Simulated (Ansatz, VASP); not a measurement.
Two plane-wave programs on MnO2

INCAR

```
SYSTEM = MnO2
ALGO     = Normal         ! electronic algorithm
EDIFF    = 1E-6           ! SCF threshold, eV
ENCUT    = 520            ! plane-wave cutoff, eV
GGA      = PE             ! functional
ISIF     = 2              ! what is computed and relaxed
ISMEAR   = 0              ! smearing method
ISPIN    = 2              ! spin polarisation
LASPH    = .TRUE.         ! aspherical terms in the spheres
LCHARG   = .TRUE.         ! write CHGCAR
LDAU     = .TRUE.         ! DFT+U
LDAUJ    = 0 0          
LDAUL    = 2 -1           ! shell
LDAUPRINT= 1            
LDAUTYPE = 2            
LDAUU    = 3.9 0          ! U, eV
LELF     = .TRUE.         ! ELF
LMAXMIX  = 4              ! l up to which the mixer works
LORBIT   = 11             ! projections on sites
LREAL    = .FALSE.        ! projectors in reciprocal space
LVHAR    = .TRUE.       
LWAVE    = .FALSE.        ! write WAVECAR
MAGMOM   = 4 0 0          ! initial moments
NBANDS   = 24             ! bands
NELM     = 150            ! most SCF steps
PREC     = Accurate       ! precision mode
SIGMA    = 0.02           ! smearing width, eV
```

KPOINTS

```
k-points
0
G
  12 12 6
  0 0 0
```

Contents of POSCAR:

```
MnO2
1.0
    2.6518122769      0.0000000000      0.0000000000
   -1.3259061385      2.2965367979      0.0000000000
    0.0000000000      0.0000000000      4.2715372902
Mn O
1 2
Direct
    0.0000000000      0.0000000000      0.5000000000
    0.6666666667      0.3333333333      0.2937074300
    0.3333333333      0.6666666667      0.7062925700
```

Input for Ansatz:

```yaml
crystal:
  lattice:
    - [2.6518122769, 0.0, 0.0]
    - [-1.3259061385, 2.2965367979, 0.0]
    - [0.0, 0.0, 4.2715372902]
  atoms:
    - { symbol: Mn, position: [0.0, 0.0, 0.5], spin: 4.0 }
    - { symbol: O, position: [0.6666666667, 0.3333333333, 0.29370743] }
    - { symbol: O, position: [0.3333333333, 0.6666666667, 0.70629257] }
basis:
  ecutwfc: 420
kpoints:
  mp_grid: { grid: [12, 12, 6] }
hamiltonian:
  xc: pbe
  hubbard: { sites: [{ species: Mn, l: d, u_eff: 3.9 }] }
scf:
  occupations: { method: gaussian, width: 0.02 }
output:
  forces: true
  stress: true
  eigenvalues: true
  populations: true
magnetization:
  spin_polarized: true
```

Alike in both runs: task single point; functional PBE; k mesh 12 × 12 × 6; occupations gaussian, width 0.02 eV; collinear spin; Hubbard terms Mn d U = 3.9 eV.

```csv
,VASP,Ansatz
version,VASP 6.6.1,Ansatz 0.2.0
potentials or method,"VASP PAW PBE potentials, release 64 (Mn_pv, O), cutoff 520 eV","scalar-relativistic, plane waves, PAW"
valence electrons in the cell,25,27
```

VASP gave:

| Property | Result |
| --- | --- |
| gap on the k mesh at the Fermi level (eV) | 2.05 |
| least direct gap on the mesh (eV) | 2.10 |
| rms of the force components (eV/Å) | 2.383 |
| net moment per atom (μB) | 1.00 |
| size of the moment on the site where the two differ most (μB) | 2.87 |

What did Ansatz give for the same quantities?

gap on the k mesh at the Fermi level (eV): 1.93; least direct gap on the mesh (eV): 1.99; rms of the force components (eV/Å): 2.324; net moment per atom (μB): 1.00; size of the moment on the site where the two differ most (μB): 2.40.

Site moments also hang on the region over which each program counts them. The programs project onto different local orbitals, so the same U acts differently, and such runs can settle in different states. Atom by atom the forces differ by 0.060 eV/Å (rms over components). VASP's potentials hold 25 valence electrons a cell and Ansatz's 27, so a difference there can come from the potentials and not from the codes.
